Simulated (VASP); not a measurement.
Here is a VASP 6.6.1 calculation.

File INCAR:

```
ALGO = Fast
EDIFF = 1E-7
ENCUT = 520
GGA = PS
ISIF = 2
ISMEAR = 0
LASPH = True
LCHARG = False
LREAL = False
LWAVE = False
NBANDS = 11
NELM = 60
PREC = Accurate
SIGMA = 0.05
```

File KPOINTS:

```
k-points
0
Gamma
  8 8 8
```

Contents of POSCAR:

```
Ba
1.0
   -2.4726242250      2.4726242250      2.4726242250
    2.4726242250     -2.4726242250      2.4726242250
    2.4726242250      2.4726242250     -2.4726242250
Ba
1
Direct
    0.0000000000      0.0000000000      0.0000000000
```

Potentials or basis: VASP PAW PBE potentials, release 64 (Ba_sv).

The run is started by

```sh
$ cat potpaw_PBE.64/Ba_sv/POTCAR > POTCAR
$ mpirun -np 1 vasp_std > vasp.out
```

Task: Estimate the pressure.

Result: -0.3 GPa.

Task: Predict the band gap on the k mesh.

Result: Zero (bands 5 and 6 overlap by 1.15 eV).

Caveat: the PAW data sets were made with another functional, which shifts forces and pressure a little; spin-orbit coupling is left out, which moves the levels of the heavy elements.
